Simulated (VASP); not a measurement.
# Sc (P6_3/mmc) in VASP: further runs

Runs on Sc. Level: LDA. Tasks: single point.

Program: VASP 6.6.1. These are calculated values, not measurements. Logs are shortened: lines on timing, memory, paths and dates and some standing lists are left out, and cuts for length are marked.

## (1) The cell of the first run

The structure is hexagonal, space group P6_3/mmc (No. 194). The conventional cell has a = 3.309 Å, b = 3.309 Å, c = 5.321 Å, α = 90.00°, β = 90.00°, γ = 120.00°. Sc (site symmetry -6m2) has 12 Sc at 3.28 to 3.31 Å within 4.3 Å.

## (2) Single point, LDA (zz strain of +1 %)

The input, INCAR:

```
SYSTEM = Sc
  PREC = Accurate
  ENCUT = 520
  EDIFF = 1E-7
  ISMEAR = -1
  SIGMA = 0.03
  LREAL = .False.
  LASPH = .True.
  NELM = 100
  ALGO = Normal
  ISIF = 2
  LWAVE = .False.
  LCHARG = .True.
  GGA = CA
  LELF = .True.
  LVHAR = .True.
  NBANDS = 18
```

The input, KPOINTS:

```
regular mesh
0
Gamma
  13 13 7
  0 0 0
```

The input, POSCAR:

```
Sc
1.0
    3.3087978973      0.0000000000      0.0000000000
   -1.6543989486      2.8655030350      0.0000000000
    0.0000000000      0.0000000000      5.3206800000
Sc
2
Direct
    0.3333333333      0.6666666667      0.2500000000
    0.6666666667      0.3333333333      0.7500000000
```

Potentials or basis: VASP PAW LDA potentials, release 64 (Sc_sv).

Run with:

```sh
cat potpaw_LDA.64/Sc_sv/POTCAR > POTCAR
mpirun -np 1 vasp_std > vasp.out
```

OUTCAR:

```text
SYSTEM = Sc
   PREC = Accurate
   ENCUT = 520
   EDIFF = 1E-7
   ISMEAR = -1
   LREAL = .False.
   LASPH = .True.
   NELM = 100
   ISIF = 2
   GGA = CA

 ion  position               nearest neighbor table
   1  0.333  0.667  0.250-   2 3.28   2 3.28   2 3.28   2 3.28   2 3.28   2 3.28
   2  0.667  0.333  0.750-   1 3.28   1 3.28   1 3.28   1 3.28   1 3.28   1 3.28

  LATTYP: Found a hexagonal cell.
 ALAT       =     3.3087978973
 C/A-ratio  =     1.6080401902

  Lattice vectors:

 A1 = (   3.3087978973,   0.0000000000,   0.0000000000)
 A2 = (  -1.6543989486,   2.8655030350,   0.0000000000)
 A3 = (   0.0000000000,   0.0000000000,   5.3206800000)

Analysis of symmetry for initial positions (statically):
=====================================================================
 Subroutine PRICEL returns:
 Original cell was already a primitive cell.

 Routine SETGRP: Setting up the symmetry group for a
 hexagonal supercell.

 Subroutine GETGRP returns: Found 24 space group operations
 (whereof 12 operations were pure point group operations)
 out of a pool of 24 trial point group operations.

The static configuration has the point symmetry D_3d.
 The point group associated with its full space group is D_6h.

Analysis of symmetry for dynamics (positions and initial velocities):
=====================================================================
 Subroutine PRICEL returns:
 Original cell was already a primitive cell.

 Routine SETGRP: Setting up the symmetry group for a
 hexagonal supercell.

 Subroutine GETGRP returns: Found 24 space group operations
 (whereof 12 operations were pure point group operations)
 out of a pool of 24 trial point group operations.

The dynamic configuration has the point symmetry D_3d.
 The point group associated with its full space group is D_6h.

 Subroutine INISYM returns: Found 24 space group operations
 (whereof 12 operations are pure point group operations),
 and found     1 'primitive' translations

----------------------------------------------------------------------------------------

                                     Primitive cell

  volume of cell :      50.4473

  direct lattice vectors                    reciprocal lattice vectors
     3.308797897  0.000000000  0.000000000     0.302224563  0.174489433  0.000000000
    -1.654398949  2.865503035  0.000000000     0.000000000  0.348978866  0.000000000
     0.000000000  0.000000000  5.320680000     0.000000000  0.000000000  0.187945902

  length of vectors
     3.308797897  3.308797897  5.320680000     0.348978866  0.348978866  0.187945902

  position of ions in fractional coordinates (direct lattice)
     0.333333333  0.666666667  0.250000000
     0.666666667  0.333333333  0.750000000

  ion indices of the primitive-cell ions
   primitive index   ion index
                 1           1
                 2           2

----------------------------------------------------------------------------------------

 KPOINTS: regular mesh

Automatic generation of k-mesh.
 Grid dimensions read from file:
 generate k-points for:   13   13    7

 Generating k-lattice:

  Cartesian coordinates                     Fractional coordinates (reciprocal lattice)
     0.023248043  0.013422264  0.000000000     0.076923077  0.000000000  0.000000000
     0.000000000  0.026844528  0.000000000     0.000000000  0.076923077  0.000000000
     0.000000000  0.000000000  0.026849415     0.000000000  0.000000000  0.142857143

  Length of vectors
     0.026844528  0.026844528  0.026849415

  Shift w.r.t. Gamma in fractional coordinates (k-lattice)
     0.000000000  0.000000000  0.000000000

 Subroutine IBZKPT returns following result:
 ===========================================

 Found     84 irreducible k-points:

 Following reciprocal coordinates:
            Coordinates               Weight
  0.000000  0.000000  0.000000      1.000000
  0.076923  0.000000  0.000000      6.000000
  0.153846  0.000000  0.000000      6.000000
  0.230769  0.000000  0.000000      6.000000
  0.307692  0.000000  0.000000      6.000000
  0.384615  0.000000  0.000000      6.000000
[... 16 lines left out ...]
  0.076923  0.000000  0.142857     12.000000
  0.153846  0.000000  0.142857     12.000000
 [... further k-points ...]
   k-points           NKPTS =     84   k-points in BZ     NKDIM =     84   number of bands    NBANDS=     18
   number of dos      NEDOS =    301   number of ions     NIONS =      2
   total plane-waves  NPLWV =  31360
   dimension x,y,z NGX =    28 NGY =   28 NGZ =   40
   dimension x,y,z NGXF=    56 NGYF=   56 NGZF=   80
   ions per type =               2
   NGX,Y,Z   is equivalent  to a cutoff of  14.07, 14.07, 12.50 a.u.
   NGXF,Y,Z  is equivalent  to a cutoff of  28.14, 28.14, 25.00 a.u.
 SYSTEM =  Sc
   PREC   = accura    normal or accurate (medium, high low for compatibility)
   ISTART =      0    job   : 0-new  1-cont  2-samecut
   ICHARG =      2    charge: 1-file 2-atom 10-const
   ISPIN  =      1    spin polarized calculation?
   LNONCOLLINEAR =      F non collinear calculations
   LSORBIT =      F    spin-orbit coupling
   LASPH  =      T    aspherical Exc in radial PAW
   ENCUT  =  520.0 eV  38.22 Ry    6.18 a.u.   6.15  6.15  9.89*2*pi/ulx,y,z
   NELM   =    100;   NELMIN=  2; NELMDL= -5     # of ELM steps
   EDIFF  = 0.1E-06   stopping-criterion for ELM
   LREAL  =      F    real-space projection
   EDIFFG = 0.1E-05   stopping-criterion for IOM
   NSW    =      0    number of steps for IOM
   IBRION =     -1    ionic relax: 0-MD 1-quasi-New 2-CG
   NFREE  =      0    steps in history (QN), initial steepest desc. (CG)
   ISIF   =      2    stress and relaxation
   ISYM   =      2    0-nonsym 1-usesym 2-fastsym
   POTIM  = 0.5000    time-step for ionic-motion
   TEBEG  =    0.0;   TEEND  =   0.0 temperature during run
   PSTRESS=    0.0 pullay stress
   NELECT =      22.0000    total number of electrons
   NUPDOWN=      -1.0000    fix difference up-down
   EMIN   =  10.00;   EMAX   =-10.00  energy-range for DOS
   EFERMI =   0.00;   METHOD = LEGACY
   ISMEAR =    -1;   SIGMA  =   0.03  broadening in eV -4-tet -1-fermi 0-gaus
   EFERMI_NEDOS =   21; number of points for ismear=-14 and -15
   IALGO  =     38    algorithm
   IMIX   =      4    mixing-type and parameters
     AMIX     =   0.40;   BMIX     =  1.00
     AMIX_MAG =   1.60;   BMIX_MAG =  1.00
  volume/ion in A,a.u.               =      25.22       170.22
  Fermi-wavevector in a.u.,A,eV,Ry     =   1.241470  2.346039 20.969956  1.541248
  Thomas-Fermi vector in A             =   2.375867
   LORBIT       =      0    0 simple, 1 ext, 2 COOP (PROOUT), +10 PAW based schemes
   GGA     = CA    functional components
   LHFCALC =     F    Hartree Fock is set to
   AEXX    =    0.0000 exact exchange contribution
   IVDW    =     0    specifies the selected vdW correction
   LEPSILON=     F    determine dielectric tensor
   LRPA    =     F    only Hartree local field effects (RPA)
 non-spin polarized calculation
  energy-cutoff  :      520.00
  volume of cell :       50.45
 maximum number of plane-waves:      1387
 NGX is ok and might be reduce to    28
   NGX = 13   NGY = 13   NGZ = 19

 number of electron      22.0000004 magnetization

 Free energy of the ion-electron system (eV)
  ---------------------------------------------------
  ext. energy  EPLUGINS =         0.00000000
  ---------------------------------------------------
  free energy    TOTEN  =       -13.34183678 eV

  energy without entropy =      -13.32764428  energy(sigma->0) =      -13.33474053

 E-fermi :   3.3384     XC(G=0): -10.0492

 val. band max:        3.3383798449   @ k =   0.4615   0.0769   0.4286
 cond. band min:       3.3394994510   @ k =   0.3846   0.0000   0.1429
 fundamental gap:      0.0011196061
 Fermi energy:         3.3383982953

 k-point     1 :       0.0000    0.0000    0.0000
  band No.  band energies     occupation
      1     -45.5470      2.00000
      2     -45.4865      2.00000
      3     -24.6879      2.00000
      4     -24.3677      2.00000
      5     -24.3677      2.00000
      6     -24.3134      2.00000
[... 10 lines left out ...]
     17       5.6403      0.00000
     18       5.6403      0.00000

 k-point     2 :       0.0769    0.0000    0.0000
  band No.  band energies     occupation
      1     -45.5442      2.00000
      2     -45.4853      2.00000
      3     -24.6806      2.00000
      4     -24.3833      2.00000
      5     -24.3728      2.00000
      6     -24.3297      2.00000
[... 10 lines left out ...]
     17       5.5329      0.00000
     18       5.5640      0.00000

 k-point     3 :       0.1538    0.0000    0.0000
  band No.  band energies     occupation
      1     -45.5363      2.00000
      2     -45.4820      2.00000
      3     -24.6596      2.00000
      4     -24.4268      2.00000
      5     -24.3866      2.00000
      6     -24.3741      2.00000
[... 10 lines left out ...]
     17       5.3777      0.00000
     18       5.5732      0.00000

 k-point     4 :       0.2308    0.0000    0.0000
  band No.  band energies     occupation
      1     -45.5248      2.00000
      2     -45.4777      2.00000
      3     -24.6276      2.00000
      4     -24.4887      2.00000
      5     -24.4353      2.00000
      6     -24.4054      2.00000
[... 375 lines left out ...]
      4     -24.3650      2.00000
      5     -24.3650      2.00000
      6     -24.3175      2.00000
[... 10 lines left out ...]
     17       5.7726      0.00000
     18       5.7726      0.00000

 k-point    23 :       0.0769    0.0000    0.1429
  band No.  band energies     occupation
      1     -45.5413      2.00000
      2     -45.4882      2.00000
      3     -24.6628      2.00000
      4     -24.3802      2.00000
      5     -24.3700      2.00000
      6     -24.3396      2.00000
[... 10 lines left out ...]
     17       5.7160      0.00000
     18       5.7183      0.00000

 k-point    24 :       0.1538    0.0000    0.1429
  band No.  band energies     occupation
      1     -45.5336      2.00000
      2     -45.4847      2.00000
      3     -24.6450      2.00000
      4     -24.4222      2.00000
      5     -24.3854      2.00000
      6     -24.3834      2.00000
[... 10 lines left out ...]
     17       5.6644      0.00000
     18       5.6745      0.00000

 [... further k-points ...]

------------------------ aborting loop because EDIFF is reached ----------------------------------------

  FORCE on cell =-STRESS in cart. coord.  units (eV):
  Direction    XX          YY          ZZ          XY          YZ          ZX
  --------------------------------------------------------------------------------------
  -------------------------------------------------------------------------------------
  Total       -1.5228675     -1.5228675     -2.2967566     -0.0000000      0.0000000      0.0000000
  in kB      -48.3653634    -48.3653634    -72.9436185     -0.0000000      0.0000000      0.0000000
  external PRESSURE =     -56.5581151 kB  Pullay stress =       0.0000000 kB

 VOLUME and BASIS-vectors are now :
 -----------------------------------------------------------------------------
  energy-cutoff  :      520.00
  volume of cell :       50.45
      direct lattice vectors                 reciprocal lattice vectors
     3.308797897  0.000000000  0.000000000     0.302224563  0.174489433  0.000000000
    -1.654398949  2.865503035  0.000000000     0.000000000  0.348978866  0.000000000
     0.000000000  0.000000000  5.320680000     0.000000000  0.000000000  0.187945902

 POSITION                                       TOTAL-FORCE (eV/Angst)
 -----------------------------------------------------------------------------------
     -0.00000      1.91034      1.33017         0.000000     -0.000000      0.000000
      1.65440      0.95517      3.99051        -0.000000      0.000000      0.000000
 -----------------------------------------------------------------------------------
    total drift:                                0.000000     -0.000000      0.000000

  FREE ENERGIE OF THE ION-ELECTRON SYSTEM (eV)
  ---------------------------------------------------
  free  energy   TOTEN  =       -13.3418367770 eV

  energy  without entropy=      -13.3276442756  energy(sigma->0) =      -13.33474053
```

Wall time 42 s (1 thread of Intel Xeon Platinum 8488C (Sapphire Rapids), shared host); peak memory 0.19 GiB.

Results:

```yaml
Free_energy: -13.3418 eV
Pressure: -5.7 GPa
Band_gap_on_the_k_mesh: zero (band 11 reaches 4.00 eV, above the bottom of band 12 at 2.87 eV)
```

Caveat: the cell differs from its parent crystal (zz strain of +1 %).

(Continued in part 2 of 2.)
